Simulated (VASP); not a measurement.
BiF2, 3 atoms in the cell. Symmetry: I4/mmm, No. 139, tetragonal system. Conventional cell: a = 3.815 Å, b = 3.815 Å, c = 6.964 Å, α = 90.00°, β = 90.00°, γ = 90.00°. Bi (site symmetry 4/mmm) has 8 F at 2.58 Å within 3.4 Å. F (site symmetry -4m2) has 4 Bi at 2.58 Å and 6 F at 2.70 to 3.48 Å within 3.5 Å. 

- Program: VASP 6.6.1
- Task: single point
- Functional: PBE
- Potentials or basis: VASP PAW PBE potentials, release 64 (Bi_d, F)
- Cutoff: 520 eV
- k mesh: 18 × 18 × 18
- Occupations: gaussian, width 0.1 eV
- Spin: no spin polarisation
- Dipole correction: no
- Further INCAR settings: ALGO = Normal; EDIFF = 1e-06; NBANDS = 22

Potentials or basis: VASP PAW PBE potentials, release 64 (Bi_d, F).

The run is started by

```console
$ cat potpaw_PBE.64/Bi_d/POTCAR potpaw_PBE.64/F/POTCAR > POTCAR
$ mpirun -np 1 vasp_std > vasp.out
```

Hardware: 1 thread of Intel(R) Xeon(R) 6975P-C (Granite Rapids), on a shared host.

Question: How long does it take, and how much memory?

Answer: Wall time 4.2 min on 1 thread of Intel(R) Xeon(R) 6975P-C (Granite Rapids), on a shared host, peak memory 0.56 GiB. Counts: scf iterations 14, k points 480.
